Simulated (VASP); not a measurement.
# GdN (P6_3mc) in VASP: notebook

The runs below take GdN through single point, relaxation of cell and atoms, with PBE.

Everything below comes from runs of VASP 6.6.1. Logs are shortened: lines on timing, memory, paths and dates and some standing lists are left out, and cuts for length are marked.

## Step 1: The cell of the first run

The structure is hexagonal, space group P6_3mc (No. 186). Conventional cell: a = 4.054 Å, b = 4.054 Å, c = 5.101 Å, α = 90.00°, β = 90.00°, γ = 120.00°. Gd (site symmetry 3m) has 5 N at 2.35 to 2.71 Å within 3.1 Å. Within 3.1 Å of N (site symmetry 3m) lie 5 Gd at 2.35 to 2.71 Å.

The cell was built from a structure type or drawn by symmetry, and may not be a known phase.

## Step 2: Single point, PBE, collinear spin, ferromagnetic start

Contents of INCAR:

```
SYSTEM = GdN
PREC = Accurate ; ENCUT = 520
EDIFF = 1E-7 ; ISMEAR = 0
SIGMA = 0.15 ; LREAL = .FALSE.
LASPH = .TRUE. ; NELM = 150
ALGO = Normal ; ISIF = 2
LWAVE = .FALSE. ; LCHARG = .FALSE.
ISPIN = 2 ; MAGMOM = 7 7 0 0
LORBIT = 11 ; LMAXMIX = 6
GGA = PE ; NBANDS = 35
```

Contents of KPOINTS:

```
Automatic mesh
0
G
  5 5 3
  0 0 0
```

Contents of POSCAR:

```
GdN
1.0
    4.0538830018      0.0000000033      0.0000000000
   -2.0269415038      3.5107656618      0.0000000000
    0.0000000000      0.0000000000      5.1005747109
Gd N
2 2
Direct
    0.3333333333      0.6666666667      0.4269411724
    0.6666666667      0.3333333333      0.9269411724
    0.3333333333      0.6666666667     -0.0419411824
    0.6666666667      0.3333333333      0.4580588176
```

Potentials or basis: VASP PAW PBE potentials, release 64 (Gd, N).

Command:

```bash
$ cat potpaw_PBE.64/Gd/POTCAR potpaw_PBE.64/N/POTCAR > POTCAR
$ mpirun -np 1 vasp_std > vasp.out
```

OUTCAR:

```text
SYSTEM = GdN
   PREC = Accurate
   ENCUT = 520
   EDIFF = 1E-7
   ISMEAR = 0
   LREAL = .FALSE.
   LASPH = .TRUE.
   NELM = 150
   ISIF = 2
   ISPIN = 2
   LORBIT = 11
   GGA = PE

 ion  position               nearest neighbor table
   1  0.333  0.667  0.427-   4 2.35   4 2.35   4 2.35   3 2.39   2 3.46   2 3.46   2 3.46   2 3.46
                             2 3.46   2 3.46
   2  0.667  0.333  0.927-   3 2.35   3 2.35   3 2.35   4 2.39   1 3.46   1 3.46   1 3.46   1 3.46
                             1 3.46   1 3.46
   3  0.333  0.667  0.958-   2 2.35   2 2.35   2 2.35   1 2.39
   4  0.667  0.333  0.458-   1 2.35   1 2.35   1 2.35   2 2.39

  LATTYP: Found a hexagonal cell.
 ALAT       =     4.0538830018
 C/A-ratio  =     1.2581948489

  Lattice vectors:

 A1 = (   4.0538830018,   0.0000000033,   0.0000000000)
 A2 = (  -2.0269415038,   3.5107656618,   0.0000000000)
 A3 = (   0.0000000000,   0.0000000000,   5.1005747109)

Analysis of symmetry for initial positions (statically):
=====================================================================
 Subroutine PRICEL returns:
 Original cell was already a primitive cell.

 Routine SETGRP: Setting up the symmetry group for a
 hexagonal supercell.

 Subroutine GETGRP returns: Found 12 space group operations
 (whereof  6 operations were pure point group operations)
 out of a pool of 24 trial point group operations.

The static configuration has the point symmetry C_3v.
 The point group associated with its full space group is C_6v.

Analysis of symmetry for dynamics (positions and initial velocities):
=====================================================================
 Subroutine PRICEL returns:
 Original cell was already a primitive cell.

 Routine SETGRP: Setting up the symmetry group for a
 hexagonal supercell.

 Subroutine GETGRP returns: Found 12 space group operations
 (whereof  6 operations were pure point group operations)
 out of a pool of 24 trial point group operations.

The dynamic configuration has the point symmetry C_3v.
 The point group associated with its full space group is C_6v.

Analysis of structural, dynamic, and magnetic symmetry:
=====================================================================
 Subroutine PRICEL returns:
 Original cell was already a primitive cell.

 Routine SETGRP: Setting up the symmetry group for a
 hexagonal supercell.
[... 122 lines left out ...]
   AEXX    =    0.0000 exact exchange contribution
   IVDW    =     0    specifies the selected vdW correction
   LEPSILON=     F    determine dielectric tensor
   LRPA    =     F    only Hartree local field effects (RPA)
 spin polarized calculation
 Gauss-broadening in eV      SIGMA  =   0.15
  energy-cutoff  :      520.00
  volume of cell :       72.59
 maximum number of plane-waves:      1981
 NGX is ok and might be reduce to    30
   NGX = 15   NGY = 15   NGZ = 19

 number of electron      46.0000004 magnetization       9.9627501

 number of electron      45.9999990 magnetization      13.9999963

 Free energy of the ion-electron system (eV)
  ---------------------------------------------------
  ext. energy  EPLUGINS =         0.00000000
  ---------------------------------------------------
  free energy    TOTEN  =       -46.11296147 eV

  energy without entropy =      -46.11296143  energy(sigma->0) =      -46.11296145

 E-fermi :   3.3546     XC(G=0): -10.5126

 val. band max:        2.8708400382   @ k =   0.0000   0.0000   0.0000
 cond. band min:       3.8773487492   @ k =   0.4000   0.2000   0.0000
 fundamental gap:      1.0065087110
 Fermi energy:         3.3545576503

 spin component 1

 k-point     1 :       0.0000    0.0000    0.0000
  band No.  band energies     occupation
      1     -40.8582      1.00000
      2     -40.7435      1.00000
      3     -18.7449      1.00000
      4     -18.3075      1.00000
      5     -18.3075      1.00000
      6     -18.0445      1.00000
[... 369 lines left out ...]
     34       7.7932      0.00000
     35       8.6679      0.00000
 Fermi energy:         3.3545576503

 spin component 2

 k-point     1 :       0.0000    0.0000    0.0000
  band No.  band energies     occupation
      1     -37.7574      1.00000
      2     -37.6096      1.00000
      3     -16.7141      1.00000
      4     -16.1621      1.00000
      5     -16.1621      1.00000
      6     -15.8386      1.00000
[... 369 lines left out ...]
     34       8.6372      0.00000
     35       9.6748      0.00000

------------------------ aborting loop because EDIFF is reached ----------------------------------------

  FORCE on cell =-STRESS in cart. coord.  units (eV):
  Direction    XX          YY          ZZ          XY          YZ          ZX
  --------------------------------------------------------------------------------------
  -------------------------------------------------------------------------------------
  Total        0.0470006      0.0470006     -0.1300939     -0.0000000      0.0000000      0.0000000
  in kB        1.0373408      1.0373408     -2.8712779     -0.0000000      0.0000000      0.0000000
  external PRESSURE =      -0.2655321 kB  Pullay stress =       0.0000000 kB

 VOLUME and BASIS-vectors are now :
 -----------------------------------------------------------------------------
  energy-cutoff  :      520.00
  volume of cell :       72.59
      direct lattice vectors                 reciprocal lattice vectors
     4.053883002  0.000000003  0.000000000     0.246677075  0.142419076  0.000000000
    -2.026941504  3.510765662  0.000000000    -0.000000000  0.284838151  0.000000000
     0.000000000  0.000000000  5.100574711     0.000000000  0.000000000  0.196056338

 POSITION                                       TOTAL-FORCE (eV/Angst)
 -----------------------------------------------------------------------------------
     -0.00000      2.34051      2.17765        -0.000000      0.000000      0.006023
      2.02694      1.17026      4.72793         0.000000     -0.000000      0.006023
     -0.00000      2.34051      4.88665         0.000000     -0.000000     -0.006023
      2.02694      1.17026      2.33636        -0.000000     -0.000000     -0.006023
 -----------------------------------------------------------------------------------
    total drift:                                0.000000     -0.000000      0.001562

  FREE ENERGIE OF THE ION-ELECTRON SYSTEM (eV)
  ---------------------------------------------------
  free  energy   TOTEN  =       -46.1129614675 eV

  energy  without entropy=      -46.1129614318  energy(sigma->0) =      -46.11296145

 total charge

# of ion       s       p       d       f       tot
--------------------------------------------------
    1        2.038   5.650   0.561   7.001  15.250
    2        2.038   5.650   0.561   7.001  15.250
    3        1.254   2.402   0.000   0.000   3.656
    4        1.254   2.402   0.000   0.000   3.656
--------------------------------------------------
tot          6.584  16.104   1.123  14.002  37.812

 magnetization (x)

# of ion       s       p       d       f       tot
--------------------------------------------------
    1       -0.004  -0.082   0.073   6.810   6.797
    2       -0.004  -0.082   0.073   6.810   6.797
    3       -0.007  -0.058   0.000   0.000  -0.066
    4       -0.007  -0.058   0.000   0.000  -0.066
--------------------------------------------------
tot         -0.022  -0.281   0.145  13.621  13.463
```

OSZICAR:

```text
N       E                     dE             d eps       ncg     rms          rms(c)
DAV:   1     0.344323037573E+03    0.34432E+03   -0.16168E+04  2083   0.662E+03
DAV:   2     0.503108451439E+02   -0.29401E+03   -0.24281E+03  2020   0.508E+02
[... 13 lines left out ...]
DAV:  70    -0.461129626967E+02   -0.10578E-05   -0.94412E-06  2288   0.576E-02    0.160E-01
DAV:  71    -0.461129616483E+02    0.10484E-05   -0.18235E-06  1924   0.675E-02    0.529E-02
DAV:  72    -0.461129614006E+02    0.24772E-06   -0.25864E-06  2616   0.436E-02    0.532E-02
DAV:  73    -0.461129615022E+02   -0.10164E-06   -0.11329E-06  1683   0.257E-02    0.106E-01
DAV:  74    -0.461129614771E+02    0.25169E-07   -0.12447E-06  1455   0.111E-02    0.943E-02
DAV:  75    -0.461129614675E+02    0.95624E-08   -0.41384E-07  1391   0.635E-03
   1 F= -.46112961E+02 E0= -.46112961E+02  d E =-.356744E-07  mag=    14.0000
```

Wall time 6.3 min (1 thread of Intel Xeon Platinum 8259CL at 2.50GHz (Skylake/Cascade Lake), shared host); peak memory 0.23 GiB.

Results:

- Free energy: -46.1130 eV
- Pressure: 0.0 GPa
- Largest force: 0.006 eV/Å
- Band gap on the k mesh: 1.01 eV (least direct gap 1.04 eV)
- Net moment: 14.00 μB per cell
- Site moments: Gd +6.80; N -0.07 μB
- Valence electrons inside the program's atomic spheres: Gd 15.25; N 3.66

Forces in eV/Å, atoms in the order of the input:
```
Gd   0.000  0.000  0.006
Gd   0.000  0.000  0.006
N    0.000  0.000 -0.006
N    0.000  0.000 -0.006
```

Stress tensor (GPa, compression positive):
```
 0.10  0.00  0.00
 0.00  0.10  0.00
 0.00  0.00 -0.29
```

Levels at points of the mesh, in eV from the valence-band top:
Spin up:
| k point | band 27 | band 28 | band 29 | band 30 | band 31 | band 32 | band 33 | band 34 |
| --- | --- | --- | --- | --- | --- | --- | --- | --- |
| (0.00, 0.00, 0.00) | -2.17 | -2.17 | -1.30 | 0.00 | 1.59 | 2.61 | 2.61 | 4.58 |
Spin down:
| k point | band 13 | band 14 | band 15 | band 16 | band 17 | band 18 | band 19 | band 20 |
| --- | --- | --- | --- | --- | --- | --- | --- | --- |
| (0.00, 0.00, 0.00) | -2.01 | -2.01 | -0.99 | -0.94 | 1.04 | 1.89 | 1.89 | 1.94 |

Caveat: spin-orbit coupling is left out, which moves the levels of the heavy elements; an odd mesh through Γ misses points on the zone boundary, where band edges can lie; semilocal functionals describe open f shells poorly, which spoils levels, moments and volumes.

## Step 3: Relaxation of cell and atoms, PBE, collinear spin, ferromagnetic start

This run uses another cell than the first one, of 15.30 Å³/atom.

Contents of INCAR:

```
SYSTEM = GdN
PREC     = Accurate       ! precision mode
ENCUT    = 600            ! plane-wave cutoff, eV
EDIFF    = 1E-7           ! SCF threshold, eV
ISMEAR   = 0              ! smearing method
SIGMA    = 0.15           ! smearing width, eV
LREAL    = .FALSE.        ! projectors in reciprocal space
LASPH    = .TRUE.         ! aspherical terms in the spheres
NELM     = 150            ! most SCF steps
ALGO     = Normal         ! electronic algorithm
ISIF     = 3              ! what is computed and relaxed
LWAVE    = .FALSE.        ! write WAVECAR
LCHARG   = .FALSE.        ! write CHGCAR
ISPIN    = 2              ! spin polarisation
MAGMOM   = 7 7 0 0        ! initial moments
LORBIT   = 11             ! projections on sites
LMAXMIX  = 6              ! l up to which the mixer works
GGA      = PE             ! functional
IBRION   = 2              ! ionic algorithm
NSW      = 36             ! ionic steps
EDIFFG   = -0.08          ! ionic threshold
```

KPOINTS is that of step 2.

Contents of POSCAR:

```
GdN
1.0
    3.5206425700      0.0000000000      0.0000000000
   -1.7603212900      3.0489659000      0.0000000000
    0.0000000000      0.0000000000      5.7022846400
Gd N
2 2
Direct
    0.3333333300      0.6666666700      0.3849999900
    0.6666666700      0.3333333300      0.8849999900
    0.3333333300      0.6666666700      0.0000000000
    0.6666666700      0.3333333300      0.5000000000
```

Potentials or basis: VASP PAW PBE potentials, release 64 (Gd, N).

Command:

```bash
$ cat potpaw_PBE.64/Gd/POTCAR potpaw_PBE.64/N/POTCAR > POTCAR
$ mpirun -np 1 vasp_std > vasp.out
```

OUTCAR:

```text
SYSTEM = GdN
   PREC = Accurate
   ENCUT = 600
   EDIFF = 1E-7
   ISMEAR = 0
   LREAL = .FALSE.
   LASPH = .TRUE.
   NELM = 150
   ISIF = 3
   ISPIN = 2
   LORBIT = 11
   GGA = PE
   IBRION = 2
   NSW = 36
   EDIFFG = -0.08

 ion  position               nearest neighbor table
   1  0.333  0.667  0.385-   4 2.14   4 2.14   4 2.14   3 2.20   2 3.50   2 3.50   2 3.50   2 3.50
                             2 3.50   2 3.50
   2  0.667  0.333  0.885-   3 2.14   3 2.14   3 2.14   4 2.20   1 3.50   1 3.50   1 3.50   1 3.50
                             1 3.50   1 3.50
   3  0.333  0.667  0.000-   2 2.14   2 2.14   2 2.14   1 2.20
   4  0.667  0.333  0.500-   1 2.14   1 2.14   1 2.14   2 2.20

[... 1146 lines left out ...]
  ---------------------------------------------------
  free energy    TOTEN  =       -46.10275436 eV

  energy without entropy =      -46.10275436  energy(sigma->0) =      -46.10275436

 E-fermi :   3.3688     XC(G=0): -10.5203

 val. band max:        2.8157240364   @ k =   0.0000   0.0000   0.0000
 cond. band min:       3.9264172380   @ k =   0.0000   0.0000   0.0000
 fundamental gap:      1.1106932016
 Fermi energy:         3.3687631388

 spin component 1

 k-point     1 :       0.0000    0.0000    0.0000
  band No.  band energies     occupation
      1     -37.7393      1.00000
      2     -37.5918      1.00000
      3     -16.7140      1.00000
      4     -16.1415      1.00000
      5     -16.1415      1.00000
      6     -15.8199      1.00000
[... 763 lines left out ...]
  FREE ENERGIE OF THE ION-ELECTRON SYSTEM (eV)
  ---------------------------------------------------
  free  energy   TOTEN  =       -46.1027543574 eV

  energy  without entropy=      -46.1027543560  energy(sigma->0) =      -46.10275436

 reached required accuracy - stopping structural energy minimisation

 total charge

# of ion       s       p       d       f       tot
--------------------------------------------------
    1        2.038   5.650   0.565   7.001  15.254
    2        2.038   5.650   0.565   7.001  15.254
    3        1.256   2.395   0.000   0.000   3.651
    4        1.256   2.395   0.000   0.000   3.651
--------------------------------------------------
tot          6.588  16.089   1.130  14.002  37.809

 magnetization (x)

# of ion       s       p       d       f       tot
--------------------------------------------------
    1        0.004   0.082  -0.073  -6.810  -6.797
    2        0.004   0.082  -0.073  -6.810  -6.797
    3        0.007   0.059   0.000   0.000   0.066
    4        0.007   0.059   0.000   0.000   0.066
--------------------------------------------------
tot          0.021   0.281  -0.145 -13.620 -13.463
```

It took 61 min on 1 thread of Intel Xeon Platinum 8259CL at 2.50GHz (Skylake/Cascade Lake), shared host; peak memory 0.27 GiB.

What came out:

| Quantity | Value |
| --- | --- |
| Free energy | -46.1028 eV |
| Relaxed volume | 18.12 Å³/atom |
| Relaxed cell | a = 4.045 Å, b = 4.045 Å, c = 5.114 Å, α = 90.00°, β = 90.00°, γ = 120.00° |
| Space group after relaxing (to 0.1 Å) | P6_3mc (No. 186) |
| Energy gained by relaxing | 399.8 meV/atom |
| Ionic steps | 20 |
| Pressure after relaxing | 0.0 GPa |
| Largest force after relaxing | 0.040 eV/Å |
| Band gap on the k mesh | 1.11 eV |
| Net moment | -14.00 μB per cell |
| Site moments | Gd -6.80; N +0.07 μB |
| Valence electrons inside the program's atomic spheres | Gd 15.25; N 3.65 |

Forces on the atoms (eV/Å):
```
Gd   0.000  0.000  0.040
Gd   0.000  0.000  0.040
N    0.000  0.000 -0.040
N    0.000  0.000 -0.040
```

The path:
```csv
step,energy change (eV),largest force (eV/Å),pressure (GPa),volume (Å³)
1,0.0000,0.2592,36.11,61.21
2,-0.4102,0.1012,-36.41,97.07
3,-1.3467,0.1955,-5.99,80.78
4,-1.4332,0.1882,-1.48,77.10
5,-1.4377,0.1826,-0.14,76.13
6,-1.4524,0.1919,-0.14,76.05
7,-1.4825,0.2608,-0.14,75.78
8,-1.4932,0.5543,-0.04,74.99
9,-1.4993,0.5285,-0.16,74.95
10,-1.5160,0.4549,-0.48,74.84
11,-1.5437,0.3324,-1.08,74.60
12,-1.5797,0.1673,-1.87,74.05
13,-1.4823,0.0244,0.41,72.61
14,-1.5780,0.2083,-1.75,73.91
15,-1.5707,0.1004,-1.41,73.31
16,-1.5803,0.1802,-1.72,73.74
17,-1.5952,0.1190,-0.32,72.78
18,-1.5976,0.0854,0.49,72.28
19,-1.5976,0.0829,0.57,72.24
20,-1.5990,0.0397,0.02,72.47
```

Final structure:
```xyz
4
Lattice="4.0453 0.0000 0.0000 -2.0227 3.5033 0.0000 0.0000 0.0000 5.1135" Properties=species:S:1:pos:R:3 pbc="T T T"
Gd    0.0000    2.3356    2.1730
Gd    2.0227    1.1678    4.7297
N     0.0000    2.3356    4.9093
N     2.0227    1.1678    2.3525
```

Caveat: the electronic state changed during the relaxation; the volume moved by over 15 % at a fixed basis, so the end points are rough; spin-orbit coupling is left out, which moves the levels of the heavy elements; an odd mesh through Γ misses points on the zone boundary, where band edges can lie; semilocal functionals describe open f shells poorly, which spoils levels, moments and volumes; the relaxation stopped at a loose force limit of 0.08 eV/Å, so its end isn't a converged minimum.

(Continued in part 2 of 2.)
